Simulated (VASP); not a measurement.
# NbTe (I-4m2) in VASP: single point with PBE

Aim: the single point of NbTe with PBE.

Everything below comes from runs of VASP 6.6.1. Logs are shortened: lines on timing, memory, paths and dates and some standing lists are left out, and cuts for length are marked.

**1. The cell of the first run**

Symmetry: I-4m2, No. 119, tetragonal system. Conventional cell: a = 4.504 Å, b = 4.504 Å, c = 6.306 Å, α = 90.00°, β = 90.00°, γ = 90.00°. Nb (site symmetry -4m2) has 4 Te at 2.75 Å within 3.6 Å. Within 3.6 Å of Te (site symmetry -4m2) lie 4 Nb at 2.75 Å.

**2. Single point, PBE, collinear spin**

The input, INCAR:

```
PREC = Accurate
ENCUT = 520
EDIFF = 1E-7
ISMEAR = 0
SIGMA = 0.05
LREAL = False
LASPH = True
NELM = 150
ALGO = Normal
ISIF = 2
LWAVE = False
LCHARG = True
ISPIN = 2
MAGMOM = 1.66 0
LORBIT = 11
LMAXMIX = 4
GGA = PE
LELF = True
LVHAR = True
NBANDS = 20
```

The input, KPOINTS:

```
regular mesh
0
Gamma
  10 10 10
```

The input, POSCAR:

```
NbTe
1.0
    0.0000000000      3.1846619175      3.1528152983
    3.1846619175      0.0000000000      3.1528152983
    3.1846619175      3.1846619175      0.0000000000
Nb Te
1 1
Direct
    0.0000000000      0.0000000000      0.0000000000
    0.2500000000      0.2500000000      0.2500000000
```

Potentials or basis: VASP PAW PBE potentials, release 64 (Nb_sv, Te).

On the command line:

```
$ cat potpaw_PBE.64/Nb_sv/POTCAR potpaw_PBE.64/Te/POTCAR > POTCAR
$ mpirun -np 1 vasp_std > vasp.out
```

OUTCAR:

```text
PREC = Accurate
   ENCUT = 520
   EDIFF = 1E-7
   ISMEAR = 0
   LREAL = False
   LASPH = True
   NELM = 150
   ISIF = 2
   ISPIN = 2
   LORBIT = 11
   GGA = PE

 ion  position               nearest neighbor table
   1  0.000  0.000  0.000-   2 2.75   2 2.75   2 2.75   2 2.75
   2  0.250  0.250  0.250-   1 2.75   1 2.75   1 2.75   1 2.75

  LATTYP: Found a body centered tetragonal cell.
 ALAT       =     4.5037920753
 C/A-ratio  =     1.4000714267

  Lattice vectors:

 A1 = (   0.0000000000,  -3.1846619175,  -3.1528152983)
 A2 = (   0.0000000000,   3.1846619175,  -3.1528152983)
 A3 = (   3.1846619175,   0.0000000000,   3.1528152983)

Analysis of symmetry for initial positions (statically):
=====================================================================
 Subroutine PRICEL returns:
 Original cell was already a primitive cell.

 Routine SETGRP: Setting up the symmetry group for a
 body centered tetragonal supercell.

 Subroutine GETGRP returns: Found  8 space group operations
 (whereof  8 operations were pure point group operations)
 out of a pool of 16 trial point group operations.

The static configuration has the point symmetry D_2d.

Analysis of symmetry for dynamics (positions and initial velocities):
=====================================================================
 Subroutine PRICEL returns:
 Original cell was already a primitive cell.

 Routine SETGRP: Setting up the symmetry group for a
 body centered tetragonal supercell.

 Subroutine GETGRP returns: Found  8 space group operations
 (whereof  8 operations were pure point group operations)
 out of a pool of 16 trial point group operations.

The dynamic configuration has the point symmetry D_2d.

Analysis of structural, dynamic, and magnetic symmetry:
=====================================================================
 Subroutine PRICEL returns:
 Original cell was already a primitive cell.

 Routine SETGRP: Setting up the symmetry group for a
 body centered tetragonal supercell.

 Subroutine GETGRP returns: Found  8 space group operations
 (whereof  8 operations were pure point group operations)
 out of a pool of 16 trial point group operations.

The overall configuration has the point symmetry D_2d.

 Subroutine INISYM returns: Found  8 space group operations
 (whereof  8 operations are pure point group operations),
 and found     1 'primitive' translations

----------------------------------------------------------------------------------------

                                     Primitive cell

  volume of cell :      63.9522

  direct lattice vectors                    reciprocal lattice vectors
     0.000000000  3.184661918  3.152815298    -0.157002537  0.157002537  0.158588421
     3.184661918  0.000000000  3.152815298     0.157002537 -0.157002537  0.158588421
     3.184661918  3.184661918  0.000000000     0.157002537  0.157002537 -0.158588421

  length of vectors
     4.481329695  4.481329695  4.503792075     0.272855054  0.272855054  0.272855054

  position of ions in fractional coordinates (direct lattice)
     0.000000000  0.000000000  0.000000000
     0.250000000  0.250000000  0.250000000

  ion indices of the primitive-cell ions
   primitive index   ion index
                 1           1
                 2           2

----------------------------------------------------------------------------------------

 KPOINTS: regular mesh

Automatic generation of k-mesh.
 Grid dimensions read from file:
 generate k-points for:   10   10   10

 Generating k-lattice:

  Cartesian coordinates                     Fractional coordinates (reciprocal lattice)
    -0.015700254  0.015700254  0.015858842     0.100000000  0.000000000  0.000000000
     0.015700254 -0.015700254  0.015858842     0.000000000  0.100000000  0.000000000
     0.015700254  0.015700254 -0.015858842     0.000000000  0.000000000  0.100000000

  Length of vectors
     0.027285505  0.027285505  0.027285505

  Shift w.r.t. Gamma in fractional coordinates (k-lattice)
     0.000000000  0.000000000  0.000000000

 Subroutine IBZKPT returns following result:
 ===========================================

 Found    102 irreducible k-points:

 Following reciprocal coordinates:
            Coordinates               Weight
  0.000000  0.000000  0.000000      1.000000
  0.100000  0.000000  0.000000      8.000000
  0.200000  0.000000  0.000000      8.000000
  0.300000  0.000000  0.000000      8.000000
  0.400000  0.000000  0.000000      8.000000
  0.500000  0.000000  0.000000      4.000000
[... 16 lines left out ...]
  0.300000  0.300000  0.000000      2.000000
  0.400000  0.300000  0.000000      8.000000
 [... further k-points ...]
   k-points           NKPTS =    102   k-points in BZ     NKDIM =    102   number of bands    NBANDS=     20
   number of dos      NEDOS =    301   number of ions     NIONS =      2
   total plane-waves  NPLWV =  46656
   dimension x,y,z NGX =    36 NGY =   36 NGZ =   36
   dimension x,y,z NGXF=    72 NGYF=   72 NGZF=   72
   ions per type =               1   1
   NGX,Y,Z   is equivalent  to a cutoff of  13.36, 13.36, 13.29 a.u.
   NGXF,Y,Z  is equivalent  to a cutoff of  26.71, 26.71, 26.58 a.u.
 SYSTEM =  unknown system
   PREC   = accura    normal or accurate (medium, high low for compatibility)
   ISTART =      0    job   : 0-new  1-cont  2-samecut
   ICHARG =      2    charge: 1-file 2-atom 10-const
   ISPIN  =      2    spin polarized calculation?
   LNONCOLLINEAR =      F non collinear calculations
   LSORBIT =      F    spin-orbit coupling
   LASPH  =      T    aspherical Exc in radial PAW
   ENCUT  =  520.0 eV  38.22 Ry    6.18 a.u.   8.33  8.33  8.37*2*pi/ulx,y,z
   NELM   =    150;   NELMIN=  2; NELMDL= -5     # of ELM steps
   EDIFF  = 0.1E-06   stopping-criterion for ELM
   LREAL  =      F    real-space projection
   EDIFFG = 0.1E-05   stopping-criterion for IOM
   NSW    =      0    number of steps for IOM
   IBRION =     -1    ionic relax: 0-MD 1-quasi-New 2-CG
   NFREE  =      0    steps in history (QN), initial steepest desc. (CG)
   ISIF   =      2    stress and relaxation
   ISYM   =      2    0-nonsym 1-usesym 2-fastsym
   POTIM  = 0.5000    time-step for ionic-motion
   TEBEG  =    0.0;   TEEND  =   0.0 temperature during run
   PSTRESS=    0.0 pullay stress
   NELECT =      19.0000    total number of electrons
   NUPDOWN=      -1.0000    fix difference up-down
   EMIN   =  10.00;   EMAX   =-10.00  energy-range for DOS
   EFERMI =   0.00;   METHOD = LEGACY
   ISMEAR =     0;   SIGMA  =   0.05  broadening in eV -4-tet -1-fermi 0-gaus
   EFERMI_NEDOS =   21; number of points for ismear=-14 and -15
   IALGO  =     38    algorithm
   IMIX   =      4    mixing-type and parameters
     AMIX     =   0.40;   BMIX     =  1.00
     AMIX_MAG =   1.60;   BMIX_MAG =  1.00
  volume/ion in A,a.u.               =      31.98       215.79
  Fermi-wavevector in a.u.,A,eV,Ry     =   1.092381  2.064302 16.235793  1.193297
  Thomas-Fermi vector in A             =   2.228646
   LORBIT       =     11    0 simple, 1 ext, 2 COOP (PROOUT), +10 PAW based schemes
   GGA     = PE    functional components
   LHFCALC =     F    Hartree Fock is set to
   AEXX    =    0.0000 exact exchange contribution
   IVDW    =     0    specifies the selected vdW correction
   LEPSILON=     F    determine dielectric tensor
   LRPA    =     F    only Hartree local field effects (RPA)
 spin polarized calculation
 Gauss-broadening in eV      SIGMA  =   0.05
  energy-cutoff  :      520.00
  volume of cell :       63.95
 maximum number of plane-waves:      1751
 NGX is ok and might be reduce to    36
   NGX = 17   NGY = 17   NGZ = 17

 number of electron      19.0000000 magnetization       2.1826507

 Free energy of the ion-electron system (eV)
  ---------------------------------------------------
  ext. energy  EPLUGINS =         0.00000000
  ---------------------------------------------------
  free energy    TOTEN  =       -12.29775344 eV

  energy without entropy =      -12.29540864  energy(sigma->0) =      -12.29658104

 E-fermi :   6.1084     XC(G=0):  -9.1895

 val. band max:        6.1079629426   @ k =  -0.3000   0.3000   0.0000
 cond. band min:       6.1136523299   @ k =  -0.3000   0.3000   0.0000
 fundamental gap:      0.0056893873
 Fermi energy:         6.1083718037

 spin component 1

 k-point     1 :       0.0000    0.0000    0.0000
  band No.  band energies     occupation
      1     -49.4887      1.00000
      2     -25.6698      1.00000
      3     -25.6697      1.00000
      4     -25.6696      1.00000
      5      -6.2064      1.00000
      6       2.2503      1.00000
[... 12 lines left out ...]
     19      16.0486      0.00000
     20      16.0488      0.00000

 k-point     2 :       0.1000    0.0000    0.0000
  band No.  band energies     occupation
      1     -49.4885      1.00000
      2     -25.6723      1.00000
      3     -25.6701      1.00000
      4     -25.6700      1.00000
      5      -6.1542      1.00000
      6       2.1159      1.00000
[... 12 lines left out ...]
     19      15.8171      0.00000
     20      15.8559      0.00000

 k-point     3 :       0.2000    0.0000    0.0000
  band No.  band energies     occupation
      1     -49.4883      1.00000
      2     -25.6791      1.00000
      3     -25.6712      1.00000
      4     -25.6710      1.00000
      5      -6.0139      1.00000
      6       1.8130      1.00000
[... 12 lines left out ...]
     19      15.6186      0.00000
     20      15.6405      0.00000

 k-point     4 :       0.3000    0.0000    0.0000
  band No.  band energies     occupation
      1     -49.4879      1.00000
      2     -25.6874      1.00000
      3     -25.6725      1.00000
      4     -25.6722      1.00000
      5      -5.8324      1.00000
      6       1.5229      1.00000
[... 429 lines left out ...]
 k-point    23 :       0.3000    0.3000    0.0000
  band No.  band energies     occupation
      1     -49.4876      1.00000
      2     -25.6878      1.00000
      3     -25.6761      1.00000
      4     -25.6761      1.00000
      5      -5.7028      1.00000
      6       1.2900      1.00000
[... 12 lines left out ...]
     19      15.8761      0.00000
     20      18.2408      0.00000

 k-point    24 :       0.4000    0.3000    0.0000
  band No.  band energies     occupation
      1     -49.4874      1.00000
      2     -25.6919      1.00000
      3     -25.6778      1.00000
      4     -25.6772      1.00000
      5      -5.5803      1.00000
      6       1.1995      1.00000
[... 12 lines left out ...]
     19      16.0035      0.00000
     20      18.0837      0.00000

 [... further k-points ...]

 spin component 2

 k-point     1 :       0.0000    0.0000    0.0000
  band No.  band energies     occupation
      1     -48.4513      1.00000
      2     -24.4784      1.00000
      3     -24.4784      1.00000
      4     -24.4754      1.00000
      5      -6.1192      1.00000
      6       2.6662      1.00000
[... 12 lines left out ...]
     19      16.4881      0.00000
     20      16.4897      0.00000

 k-point     2 :       0.1000    0.0000    0.0000
  band No.  band energies     occupation
      1     -48.4511      1.00000
      2     -24.4807      1.00000
      3     -24.4788      1.00000
      4     -24.4763      1.00000
      5      -6.0708      1.00000
      6       2.5230      1.00000
[... 12 lines left out ...]
     19      16.2886      0.00000
     20      16.3180      0.00000

 k-point     3 :       0.2000    0.0000    0.0000
  band No.  band energies     occupation
      1     -48.4508      1.00000
      2     -24.4877      1.00000
      3     -24.4799      1.00000
      4     -24.4777      1.00000
      5      -5.9409      1.00000
      6       2.2004      1.00000
[... 12 lines left out ...]
     19      16.1268      0.00000
     20      16.1407      0.00000

 k-point     4 :       0.3000    0.0000    0.0000
  band No.  band energies     occupation
      1     -48.4505      1.00000
      2     -24.4966      1.00000
      3     -24.4813      1.00000
      4     -24.4790      1.00000
      5      -5.7738      1.00000
      6       1.8852      1.00000
[... 429 lines left out ...]
 k-point    23 :       0.3000    0.3000    0.0000
  band No.  band energies     occupation
      1     -48.4502      1.00000
      2     -24.4953      1.00000
      3     -24.4851      1.00000
      4     -24.4851      1.00000
      5      -5.6547      1.00000
      6       1.7279      1.00000
[... 12 lines left out ...]
     19      16.1875      0.00000
     20      18.7120      0.00000

 k-point    24 :       0.4000    0.3000    0.0000
  band No.  band energies     occupation
      1     -48.4500      1.00000
      2     -24.4999      1.00000
      3     -24.4867      1.00000
      4     -24.4863      1.00000
      5      -5.5428      1.00000
      6       1.6398      1.00000
[... 12 lines left out ...]
     19      16.3098      0.00000
     20      18.6406      0.00000

 [... further k-points ...]

------------------------ aborting loop because EDIFF is reached ----------------------------------------

  FORCE on cell =-STRESS in cart. coord.  units (eV):
  Direction    XX          YY          ZZ          XY          YZ          ZX
  --------------------------------------------------------------------------------------
  -------------------------------------------------------------------------------------
  Total        0.1748412      0.1748412      0.2110368      0.0000000      0.0000000      0.0000000
  in kB        4.3802531      4.3802531      5.2870523      0.0000000      0.0000000      0.0000000
  external PRESSURE =       4.6825195 kB  Pullay stress =       0.0000000 kB

 VOLUME and BASIS-vectors are now :
 -----------------------------------------------------------------------------
  energy-cutoff  :      520.00
  volume of cell :       63.95
      direct lattice vectors                 reciprocal lattice vectors
     0.000000000  3.184661918  3.152815298    -0.157002537  0.157002537  0.158588421
     3.184661918  0.000000000  3.152815298     0.157002537 -0.157002537  0.158588421
     3.184661918  3.184661918  0.000000000     0.157002537  0.157002537 -0.158588421

 POSITION                                       TOTAL-FORCE (eV/Angst)
 -----------------------------------------------------------------------------------
      0.00000      0.00000      0.00000        -0.000000     -0.000000      0.000000
      1.59233      1.59233      1.57641         0.000000      0.000000     -0.000000
 -----------------------------------------------------------------------------------
    total drift:                                0.000000      0.000000     -0.000000

  FREE ENERGIE OF THE ION-ELECTRON SYSTEM (eV)
  ---------------------------------------------------
  free  energy   TOTEN  =       -12.2977534437 eV

  energy  without entropy=      -12.2954086391  energy(sigma->0) =      -12.29658104

 total charge

# of ion       s       p       d       tot
------------------------------------------
    1        2.143   5.948   2.590  10.681
    2        1.332   2.098   0.075   3.506
--------------------------------------------------
tot          3.475   8.046   2.666  14.187

 magnetization (x)

# of ion       s       p       d       tot
------------------------------------------
    1        0.031   0.012   1.534   1.577
    2       -0.013  -0.082   0.043  -0.051
--------------------------------------------------
tot          0.018  -0.070   1.578   1.526
```

It took 8.8 min on 1 thread of Intel Xeon 8259CL, shared host; peak memory 0.38 GiB.

Results:

* Free energy: -12.2978 eV
* Pressure: 0.5 GPa
* Net moment: 2.18 μB per cell
* Site moments: Nb +1.58; Te -0.05 μB
* Valence electrons inside the program's atomic spheres: Nb 10.68; Te 3.51

Levels at points of the mesh, in eV from the Fermi level:
Spin up:
| k point | band 9 | band 10 | band 11 | band 12 | band 13 | band 14 |
| --- | --- | --- | --- | --- | --- | --- |
| (0.00, 0.00, 0.00) | -0.78 | -0.74 | 1.16 | 3.65 | 3.65 | 3.69 |
| (0.50, 0.00, 0.00) | -0.51 | -0.50 | -0.20 | 1.77 | 1.79 | 2.99 |
| (0.50, 0.50, 0.00) | -1.17 | -0.45 | -0.30 | 0.46 | 0.46 | 4.62 |
| (0.50, 0.00, 0.50) | -1.20 | -0.48 | -0.30 | 0.45 | 0.46 | 4.67 |
Spin down:
```
           k point  band 6  band 7  band 8  band 9  band 10  band 11
(0.00, 0.00, 0.00)   -3.44   -3.44   -3.43    0.90     0.96     1.66
(0.50, 0.00, 0.00)   -4.50   -3.19   -3.15    0.75     1.09     1.10
(0.50, 0.50, 0.00)   -4.66   -2.91   -2.91   -0.45     0.99     1.40
(0.50, 0.00, 0.50)   -4.68   -2.88   -2.87   -0.47     0.96     1.38
```

Caveat: spin-orbit coupling is left out, which moves the levels of the heavy elements.
